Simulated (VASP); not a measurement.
# CsSnBr3 (Pm-3m) in VASP: notebook

Aim: see how the results for CsSnBr3 move with the level of theory and the settings. Levels: PBE-based screened hybrid with 15 % exact exchange, HSE06. Tasks: single point.

Everything below comes from runs of VASP 6.6.1. Logs are shortened: lines on timing, memory, paths and dates and some standing lists are left out, and cuts for length are marked.

**1. The cell of the first run**

The structure is cubic, space group Pm-3m (No. 221). The conventional cell has a = 5.841 Å, b = 5.841 Å, c = 5.841 Å, α = 90.00°, β = 90.00°, γ = 90.00°. Within 5.4 Å of Cs (site symmetry m-3m) lie 12 Br at 4.13 Å and 8 Sn at 5.06 Å. Sn (site symmetry m-3m) has 6 Br at 2.92 Å within 3.8 Å. Within 3.8 Å of Br (site symmetry 4/mmm) lie 2 Sn at 2.92 Å.

**2. Single point, PBE-based screened hybrid with 15 % exact exchange**

The input, POSCAR:

```
CsSnBr3
1.0
    5.8410917194      0.0000000000      0.0000000000
    0.0000000000      5.8410917194      0.0000000000
    0.0000000000      0.0000000000      5.8410917194
Cs Sn Br
1 1 3
Direct
    0.0000000000      0.0000000000      0.0000000000
    0.5000000000      0.5000000000      0.5000000000
    0.5000000000      0.0000000000      0.5000000000
    0.5000000000      0.5000000000      0.0000000000
    0.0000000000      0.5000000000      0.5000000000
```

The input, INCAR.step1:

```
SYSTEM = CsSnBr3
PREC = Accurate
ENCUT = 400
EDIFF = 1E-5
ISMEAR = 0
SIGMA = 0.01
LREAL = .FALSE.
LASPH = .TRUE.
NELM = 120
ALGO = Normal
ISIF = 2
LWAVE = .TRUE.
LCHARG = .FALSE.
NBANDS = 30
GGA = PE
GGA_COMPAT = .FALSE.
```

The input, INCAR.step2:

```
SYSTEM = CsSnBr3
PREC = Accurate
ENCUT = 400
EDIFF = 1E-6
ISMEAR = 0
SIGMA = 0.01
LREAL = .FALSE.
LASPH = .TRUE.
NELM = 120
ALGO = Normal
ISIF = 2
LWAVE = .FALSE.
LCHARG = .FALSE.
GGA = PE
LHFCALC = .TRUE.
AEXX = 0.15
HFSCREEN = 0.1
PRECFOCK = Normal
NBANDS = 30
ISTART = 1
GGA_COMPAT = .FALSE.
```

The input, KPOINTS:

```
Automatic mesh
0
G
  2 2 2
  0 0 0
```

Potentials or basis: VASP PAW PBE potentials, release 64 (Cs_sv, Sn_d, Br).

On the command line:

```
$ cat potpaw_PBE.64/Cs_sv/POTCAR potpaw_PBE.64/Sn_d/POTCAR potpaw_PBE.64/Br/POTCAR > POTCAR
$ cp INCAR.step1 INCAR
$ mpirun -np 1 vasp_std > vasp.out
$ cp INCAR.step2 INCAR
$ mpirun -np 1 vasp_std > vasp.out
```

OUTCAR:

```text
SYSTEM = CsSnBr3
   PREC = Accurate
   ENCUT = 400
   EDIFF = 1E-6
   ISMEAR = 0
   LREAL = .FALSE.
   LASPH = .TRUE.
   NELM = 120
   ISIF = 2
   GGA = PE
   LHFCALC = .TRUE.
   AEXX = 0.15
   HFSCREEN = 0.1
   PRECFOCK = Normal
   ISTART = 1

 ion  position               nearest neighbor table
   1  0.000  0.000  0.000-
   2  0.500  0.500  0.500-   3 2.92   4 2.92   5 2.92   4 2.92   3 2.92   5 2.92
   3  0.500  0.000  0.500-   2 2.92   2 2.92
   4  0.500  0.500  0.000-   2 2.92   2 2.92
   5  0.000  0.500  0.500-   2 2.92   2 2.92

  LATTYP: Found a simple cubic cell.
 ALAT       =     5.8410917194

  Lattice vectors:

 A1 = (   5.8410917194,   0.0000000000,   0.0000000000)
 A2 = (   0.0000000000,   5.8410917194,   0.0000000000)
 A3 = (   0.0000000000,   0.0000000000,   5.8410917194)

Analysis of symmetry for initial positions (statically):
=====================================================================
 Subroutine PRICEL returns:
 Original cell was already a primitive cell.

 Routine SETGRP: Setting up the symmetry group for a
 simple cubic supercell.

 Subroutine GETGRP returns: Found 48 space group operations
 (whereof 48 operations were pure point group operations)
 out of a pool of 48 trial point group operations.

The static configuration has the point symmetry O_h .

Analysis of symmetry for dynamics (positions and initial velocities):
=====================================================================
 Subroutine PRICEL returns:
 Original cell was already a primitive cell.

 Routine SETGRP: Setting up the symmetry group for a
 simple cubic supercell.

 Subroutine GETGRP returns: Found 48 space group operations
 (whereof 48 operations were pure point group operations)
 out of a pool of 48 trial point group operations.

The dynamic configuration has the point symmetry O_h .

 Subroutine INISYM returns: Found 48 space group operations
 (whereof 48 operations are pure point group operations),
 and found     1 'primitive' translations

----------------------------------------------------------------------------------------

                                     Primitive cell

  volume of cell :     199.2884

  direct lattice vectors                    reciprocal lattice vectors
     5.841091719  0.000000000  0.000000000     0.171200873  0.000000000  0.000000000
     0.000000000  5.841091719  0.000000000     0.000000000  0.171200873  0.000000000
     0.000000000  0.000000000  5.841091719     0.000000000  0.000000000  0.171200873

  length of vectors
     5.841091719  5.841091719  5.841091719     0.171200873  0.171200873  0.171200873

  position of ions in fractional coordinates (direct lattice)
     0.000000000  0.000000000  0.000000000
     0.500000000  0.500000000  0.500000000
     0.500000000  0.000000000  0.500000000
     0.500000000  0.500000000  0.000000000
     0.000000000  0.500000000  0.500000000

  ion indices of the primitive-cell ions
   primitive index   ion index
                 1           1
                 2           2
                 3           3
                 4           4
                 5           5

----------------------------------------------------------------------------------------

 KPOINTS: Automatic mesh

Automatic generation of k-mesh.
 Grid dimensions read from file:
 generate k-points for:    2    2    2

 Generating k-lattice:

  Cartesian coordinates                     Fractional coordinates (reciprocal lattice)
     0.085600436  0.000000000  0.000000000     0.500000000  0.000000000  0.000000000
     0.000000000  0.085600436  0.000000000     0.000000000  0.500000000  0.000000000
     0.000000000  0.000000000  0.085600436     0.000000000  0.000000000  0.500000000

  Length of vectors
     0.085600436  0.085600436  0.085600436

  Shift w.r.t. Gamma in fractional coordinates (k-lattice)
     0.000000000  0.000000000  0.000000000

 Subroutine IBZKPT returns following result:
 ===========================================

 Found      4 irreducible k-points:

 Following reciprocal coordinates:
            Coordinates               Weight
  0.000000  0.000000  0.000000      1.000000
  0.500000  0.000000  0.000000      3.000000
  0.500000  0.500000  0.000000      3.000000
  0.500000  0.500000  0.500000      1.000000
   k-points           NKPTS =      4   k-points in BZ     NKDIM =      8   number of bands    NBANDS=     30
   number of dos      NEDOS =    301   number of ions     NIONS =      5
   total plane-waves  NPLWV =  64000
   dimension x,y,z NGX =    40 NGY =   40 NGZ =   40
   dimension x,y,z NGXF=    80 NGYF=   80 NGZF=   80
   ions per type =               1   1   3
   NGX,Y,Z   is equivalent  to a cutoff of  11.38, 11.38, 11.38 a.u.
   NGXF,Y,Z  is equivalent  to a cutoff of  22.77, 22.77, 22.77 a.u.
 SYSTEM =  CsSnBr3
   PREC   = accura    normal or accurate (medium, high low for compatibility)
   ISTART =      1    job   : 0-new  1-cont  2-samecut
   ICHARG =      0    charge: 1-file 2-atom 10-const
   ISPIN  =      1    spin polarized calculation?
   LNONCOLLINEAR =      F non collinear calculations
   LSORBIT =      F    spin-orbit coupling
   LASPH  =      T    aspherical Exc in radial PAW
   ENCUT  =  400.0 eV  29.40 Ry    5.42 a.u.   9.53  9.53  9.53*2*pi/ulx,y,z
   NELM   =    120;   NELMIN=  2; NELMDL=  0     # of ELM steps
   EDIFF  = 0.1E-05   stopping-criterion for ELM
   LREAL  =      F    real-space projection
   EDIFFG = 0.1E-04   stopping-criterion for IOM
   NSW    =      0    number of steps for IOM
   IBRION =     -1    ionic relax: 0-MD 1-quasi-New 2-CG
   NFREE  =      0    steps in history (QN), initial steepest desc. (CG)
   ISIF   =      2    stress and relaxation
   ISYM   =      3    0-nonsym 1-usesym 2-fastsym
   POTIM  = 0.5000    time-step for ionic-motion
   TEBEG  =    0.0;   TEEND  =   0.0 temperature during run
   PSTRESS=    0.0 pullay stress
   NELECT =      44.0000    total number of electrons
   NUPDOWN=      -1.0000    fix difference up-down
   EMIN   =  10.00;   EMAX   =-10.00  energy-range for DOS
   EFERMI =   0.00;   METHOD = LEGACY
   ISMEAR =     0;   SIGMA  =   0.01  broadening in eV -4-tet -1-fermi 0-gaus
   EFERMI_NEDOS =   21; number of points for ismear=-14 and -15
   IALGO  =     38    algorithm
   IMIX   =      1    mixing-type and parameters
     AMIX     =   0.40;   BMIX     =  1.00
     AMIX_MAG =   1.60;   BMIX_MAG =  1.00
  volume/ion in A,a.u.               =      39.86       268.97
  Fermi-wavevector in a.u.,A,eV,Ry     =   0.989460  1.869809 13.320534  0.979032
  Thomas-Fermi vector in A             =   2.121061
   LORBIT       =      0    0 simple, 1 ext, 2 COOP (PROOUT), +10 PAW based schemes
   GGA     = PE    functional components
   LHFCALC =     T    Hartree Fock is set to
   PRECFOCK=normal    Normal, Fast or Accurate (Low or Medium for compatibility)
   ENCUT4O =  -1.0   cutoff for four orbital integrals eV
   NKREDX  =     1    reduce k-point grid by
   NKREDY  =     1    reduce k-point grid by
   NKREDZ  =     1    reduce k-point grid by
   AEXX    =    0.1500 exact exchange contribution
   HFSCREEN=    0.1000 screening length (either q_TF or 0.3 A-1)
   HFSCREENC=   0.1000 screening length for correlation (either q_TF or 0.3 A-1)
   ENCUTFOCK=  -1.0 apply spherical cutoff to Coloumb kernel
   IVDW    =     0    specifies the selected vdW correction
   LEPSILON=     F    determine dielectric tensor
   LRPA    =     F    only Hartree local field effects (RPA)
 non-spin polarized calculation
 Gauss-broadening in eV      SIGMA  =   0.01
  energy-cutoff  :      400.00
  volume of cell :      199.29
 maximum number of plane-waves:      3695
 NGX is ok and might be reduce to    40
  NGX = 30; NGY = 30; NGZ = 30

 number of electron      44.0000004 magnetization

 Free energy of the ion-electron system (eV)
  ---------------------------------------------------
  ext. energy  EPLUGINS =         0.00000000
  ---------------------------------------------------
  free energy    TOTEN  =       -17.36054059 eV

  energy without entropy =      -17.36054059  energy(sigma->0) =      -17.36054059

 E-fermi :   1.8997     XC(G=0):  -6.7938

 val. band max:        1.7982881856   @ k =   0.5000   0.5000   0.5000
 cond. band min:       2.8351563782   @ k =   0.5000   0.5000   0.5000
 fundamental gap:      1.0368681927
 Fermi energy:         1.8996811628

 k-point     1 :       0.0000    0.0000    0.0000
  band No.  band energies     occupation
      1     -21.8938      2.00000
      2     -21.8938      2.00000
      3     -21.8639      2.00000
      4     -21.8639      2.00000
      5     -21.8639      2.00000
      6     -21.4875      2.00000
      7     -14.6645      2.00000
      8     -14.0947      2.00000
      9     -14.0947      2.00000
     10      -7.6824      2.00000
     11      -7.6824      2.00000
     12      -7.6824      2.00000
     13      -4.8066      2.00000
     14      -3.7422      2.00000
     15      -3.7422      2.00000
     16      -3.7422      2.00000
     17      -1.4219      2.00000
     18      -1.4219      2.00000
     19      -1.4219      2.00000
     20      -1.2709      2.00000
     21      -1.2709      2.00000
     22      -1.2709      2.00000
     23       4.6986      0.00000
     24       5.7572      0.00000
     25       5.7572      0.00000
     26       6.4081      0.00000
     27       6.4081      0.00000
     28       6.4081      0.00000
     29       7.4542      0.00000
     30       7.4542      0.00000

 k-point     2 :       0.5000    0.0000    0.0000
  band No.  band energies     occupation
      1     -21.8938      2.00000
      2     -21.8891      2.00000
      3     -21.8641      2.00000
      4     -21.8641      2.00000
      5     -21.8639      2.00000
      6     -21.4862      2.00000
      7     -14.4984      2.00000
      8     -14.2933      2.00000
      9     -14.0926      2.00000
     10      -7.6667      2.00000
     11      -7.6667      2.00000
     12      -7.6638      2.00000
     13      -6.0033      2.00000
     14      -3.6343      2.00000
     15      -3.6343      2.00000
     16      -2.1104      2.00000
     17      -1.6072      2.00000
     18      -1.6072      2.00000
     19      -1.5547      2.00000
     20      -1.3970      2.00000
     21      -1.3970      2.00000
     22      -0.3075      2.00000
     23       3.8513      0.00000
     24       6.1771      0.00000
     25       6.7823      0.00000
     26       6.8426      0.00000
     27       6.8581      0.00000
     28       6.8581      0.00000
     29       7.1463      0.00000
     30       7.6317      0.00000

 k-point     3 :       0.5000    0.5000    0.0000
  band No.  band energies     occupation
      1     -21.8915      2.00000
      2     -21.8866      2.00000
      3     -21.8644      2.00000
      4     -21.8641      2.00000
      5     -21.8641      2.00000
      6     -21.4850      2.00000
      7     -14.3023      2.00000
      8     -14.2947      2.00000
      9     -14.2947      2.00000
     10      -7.6904      2.00000
     11      -7.6904      2.00000
     12      -7.6546      2.00000
     13      -6.8369      2.00000
     14      -3.4637      2.00000
     15      -2.4364      2.00000
     16      -1.7307      2.00000
     17      -1.7307      2.00000
     18      -1.7138      2.00000
     19      -1.6896      2.00000
     20      -1.6896      2.00000
     21      -0.9050      2.00000
     22       0.7729      2.00000
     23       3.3771      0.00000
     24       3.3771      0.00000
     25       6.4162      0.00000
     26       6.9354      0.00000
     27       7.3606      0.00000
     28       7.4825      0.00000
     29       7.8713      0.00000
     30       7.8713      0.00000

 k-point     4 :       0.5000    0.5000    0.5000
  band No.  band energies     occupation
      1     -21.8865      2.00000
      2     -21.8865      2.00000
      3     -21.8643      2.00000
      4     -21.8643      2.00000
      5     -21.8643      2.00000
      6     -21.4841      2.00000
      7     -14.2897      2.00000
      8     -14.2897      2.00000
      9     -14.2897      2.00000
     10      -7.7215      2.00000
     11      -7.7215      2.00000
     12      -7.7215      2.00000
     13      -7.5431      2.00000
     14      -2.2280      2.00000
     15      -2.2280      2.00000
     16      -2.2280      2.00000
     17      -1.7066      2.00000
     18      -1.7066      2.00000
     19      -0.8920      2.00000
     20      -0.8920      2.00000
     21      -0.8920      2.00000
     22       1.7983      2.00000
     23       2.8352      0.00000
     24       2.8352      0.00000
     25       2.8352      0.00000
     26       6.2070      0.00000
     27       6.8650      0.00000
     28       6.8650      0.00000
     29       6.8650      0.00000
     30       8.2023      0.00000

------------------------ aborting loop because EDIFF is reached ----------------------------------------

  FORCE on cell =-STRESS in cart. coord.  units (eV):
  Direction    XX          YY          ZZ          XY          YZ          ZX
  --------------------------------------------------------------------------------------
  -------------------------------------------------------------------------------------
  Total        2.2261245      2.2261245      2.2261245     -0.0000000      0.0000000      0.0000000
  in kB       17.8969063     17.8969063     17.8969063     -0.0000000      0.0000000      0.0000000
  external PRESSURE =      17.8969063 kB  Pullay stress =       0.0000000 kB

 VOLUME and BASIS-vectors are now :
 -----------------------------------------------------------------------------
  energy-cutoff  :      400.00
  volume of cell :      199.29
      direct lattice vectors                 reciprocal lattice vectors
     5.841091719  0.000000000  0.000000000     0.171200873  0.000000000  0.000000000
     0.000000000  5.841091719  0.000000000     0.000000000  0.171200873  0.000000000
     0.000000000  0.000000000  5.841091719     0.000000000  0.000000000  0.171200873

 POSITION                                       TOTAL-FORCE (eV/Angst)
 -----------------------------------------------------------------------------------
      0.00000      0.00000      0.00000         0.000000      0.000000      0.000000
      2.92055      2.92055      2.92055         0.000000      0.000000      0.000000
      2.92055      0.00000      2.92055         0.000000      0.000000      0.000000
      2.92055      2.92055      0.00000         0.000000      0.000000      0.000000
      0.00000      2.92055      2.92055         0.000000      0.000000      0.000000
 -----------------------------------------------------------------------------------
    total drift:                               -0.000001     -0.000002      0.000006

  FREE ENERGIE OF THE ION-ELECTRON SYSTEM (eV)
  ---------------------------------------------------
  free  energy   TOTEN  =       -17.3605405860 eV

  energy  without entropy=      -17.3605405860  energy(sigma->0) =      -17.36054059
```

It took 4.7 min on 1 thread of Intel Xeon Platinum 8488C (Sapphire Rapids), shared host; peak memory 0.36 GiB.

What came out:

```yaml
Free_energy: -17.3605 eV
Pressure: 1.8 GPa
Band_gap_on_the_k_mesh: 1.04 eV
```

Levels at points of the mesh, in eV from the valence-band top:
```csv
k point,band 20,band 21,band 22,band 23,band 24,band 25
"(0.00, 0.00, 0.00)",-3.07,-3.07,-3.07,2.90,3.96,3.96
"(0.50, 0.00, 0.00)",-3.20,-3.20,-2.11,2.05,4.38,4.98
"(0.50, 0.50, 0.00)",-3.49,-2.70,-1.03,1.58,1.58,4.62
"(0.50, 0.50, 0.50)",-2.69,-2.69,0.00,1.04,1.04,1.04
```

Caveat: the k points lie up to 0.54 Å⁻¹ apart; the PAW data sets were made with another functional, which shifts forces and pressure a little; spin-orbit coupling is left out, which moves the levels of the heavy elements.

(Part 1 of 2 ends here.)
